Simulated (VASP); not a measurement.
Here is a VASP 6.6.1 calculation.

INCAR

```
ALGO     = Fast           # electronic algorithm
EDIFF    = 1E-7           # SCF threshold, eV
ENCUT    = 520            # plane-wave cutoff, eV
GGA      = PE             # functional
ISIF     = 2              # what is computed and relaxed
ISMEAR   = 0              # smearing method
LASPH    = True           # aspherical terms in the spheres
LCHARG   = False          # write CHGCAR
LREAL    = False          # projectors in reciprocal space
LWAVE    = False          # write WAVECAR
NBANDS   = 11             # bands
NELM     = 100            # most SCF steps
PREC     = Accurate       # precision mode
SIGMA    = 0.15           # smearing width, eV
```

File KPOINTS:

```
k-points
0
Gamma
  15 15 14
```

Contents of POSCAR:

```
Ba
1.0
    3.9505605771      0.0000000000      0.0000000000
   -1.9752802886      3.4212858189      0.0000000000
    0.0000000000      0.0000000000      4.6614169553
Ba
1
Direct
    0.0000000000      0.0000000000      0.0000000000
```

Potentials or basis: VASP PAW PBE potentials, release 64 (Ba_sv).

Command:

```bash
$ cat potpaw_PBE.64/Ba_sv/POTCAR > POTCAR
$ mpirun -np 1 vasp_std > vasp.out
```

Q: What does it give for the band gap on the k mesh?

A: Zero (band 5 reaches 2.50 eV, above the bottom of band 6 at 1.09 eV).

Q: Predict the pressure.

A: 0.8 GPa.

Stress tensor (GPa, compression positive):
```
 2.75  0.00  0.00
 0.00  2.75  0.00
 0.00  0.00 -3.08
```

Caveat: spin-orbit coupling is left out, which moves the levels of the heavy elements.
